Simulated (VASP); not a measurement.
Input of a VASP 6.6.1 run:

Contents of INCAR:

```
SYSTEM = Mo
  ALGO = Fast
  EDIFF = 1E-6
  ENCUT = 520
  GGA = PS
  ISIF = 2
  ISMEAR = 0
  LASPH = .True.
  LCHARG = .False.
  LREAL = .False.
  LWAVE = .False.
  NBANDS = 13
  NELM = 80
  PREC = Accurate
  SIGMA = 0.15
```

The input KPOINTS:

```
k-points
0
Gamma
  22 22 22
  0 0 0
```

File POSCAR:

```
Mo
1.0
   -1.5670725000      1.5710000000      1.5670725000
    1.5749275000     -1.5710000000      1.5749275000
    1.5670725000      1.5710000000     -1.5670725000
Mo
1
Direct
    0.0000000000      0.0000000000      0.0000000000
```

Potentials or basis: VASP PAW PBE potentials, release 64 (Mo_sv).

Run with:

```console
$ cat potpaw_PBE.64/Mo_sv/POTCAR > POTCAR
$ mpirun -np 1 vasp_std > vasp.out
```

Question: Predict the band gap on the k mesh.

Answer: Zero (bands 7 and 8 overlap by 5.35 eV).

Question: Estimate the pressure.

Answer: -2.7 GPa.

Stress tensor (GPa, compression positive):
```
-2.68  0.00 -0.50
 0.00 -2.68  0.00
-0.50  0.00 -2.68
```

Caveat: the cell differs from its parent crystal (strain +0.0050 x Voigt [0, 0, 0, 0, 1, 0]); the PAW data sets were made with another functional, which shifts forces and pressure a little.
